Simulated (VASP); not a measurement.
# BP: single point with PBE

BP:

```xyz
2
Lattice="0.0000 2.2690 2.2690 2.2690 0.0000 2.2690 2.2690 2.2690 0.0000" Properties=species:S:1:pos:R:3 pbc="T T T"
P     3.4035    3.4035    3.4035
B     0.0000    0.0000    0.0000
```

```json
{"Program": "VASP 6.6.1", "Task": "single point", "Functional": "PBE", "Potentials or basis": "VASP PAW PBE potentials, release 64 (P, B)", "Cutoff": "520 eV", "k mesh": "10 × 10 × 10", "Occupations": "gaussian, width 0.029 eV", "Spin": "no spin polarisation"}
```

```
Pressure               : 0.9 GPa
Band gap on the k mesh : 1.24 eV, indirect (least direct gap 3.40 eV)
```

Levels at points of the mesh, in eV from the valence-band top:
```
           k point  band 2  band 3  band 4  band 5  band 6  band 7
(0.00, 0.00, 0.00)    0.00    0.00    0.00    3.40    3.40    3.40
(0.50, 0.00, 0.00)   -9.03   -1.76   -1.76    3.78    4.71    4.71
(0.50, 0.50, 0.00)   -8.58   -4.11   -4.11    1.33    1.66   12.12
```

Run time: 6.2 s on 1 thread of AMD EPYC 9R45 96-Core Processor (Zen 5), on a shared host, peak memory 0.1 GiB.

A k mesh can miss the band edges.
